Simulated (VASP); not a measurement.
## Hg: single point with r2SCAN

Crystal: Hg.

```
Hg
1.0
     1.73000    0.99882    2.23400
    -1.73000    0.99882    2.23400
     0.00000   -1.99763    2.23400
Hg
1
Direct
  0.00000 0.00000 0.00000
```

```
Program             : VASP 6.6.1
Task                : single point
Functional          : r2SCAN
Potentials or basis : VASP PAW PBE potentials, release 64 (Hg_sv_GW)
Cutoff              : 600 eV
k mesh              : 18 × 18 × 18
Occupations         : gaussian, width 0.15 eV
Spin                : no spin polarisation
```

* Pressure: 4.2 GPa
* Band gap on the k mesh: zero (bands 10 and 11 overlap by 3.19 eV)

Stress tensor (GPa, compression positive):
```
4.33 0.00 0.00
0.00 4.33 0.00
0.00 0.00 4.01
```

Levels at points of the mesh, in eV from the Fermi level:
| k point | band 7 | band 8 | band 9 | band 10 | band 11 | band 12 | band 13 | band 14 |
| --- | --- | --- | --- | --- | --- | --- | --- | --- |
| (0.00, 0.00, 0.00) | -8.31 | -6.95 | -6.79 | -6.79 | 12.21 | 12.79 | 12.79 | 17.87 |
| (0.50, 0.00, 0.00) | -6.98 | -6.86 | -6.44 | -2.43 | -2.07 | 12.42 | 12.85 | 17.14 |
| (0.50, 0.50, 0.00) | -6.71 | -6.50 | -5.95 | -0.18 | 0.69 | 4.78 | 10.13 | 10.55 |
| (0.50, 0.50, 0.50) | -7.90 | -6.05 | -6.05 | -0.26 | 1.28 | 9.50 | 9.50 | 11.15 |

Wall time 6.2 min on 1 thread of Intel(R) Xeon(R) Platinum 8488C (Sapphire Rapids), with other jobs on the host, peak memory 0.41 GiB.

Caveat: the cell stands under pressure; the PAW data sets were made with another functional, which shifts forces and pressure a little; spin-orbit coupling is left out, which moves the levels of the heavy elements.
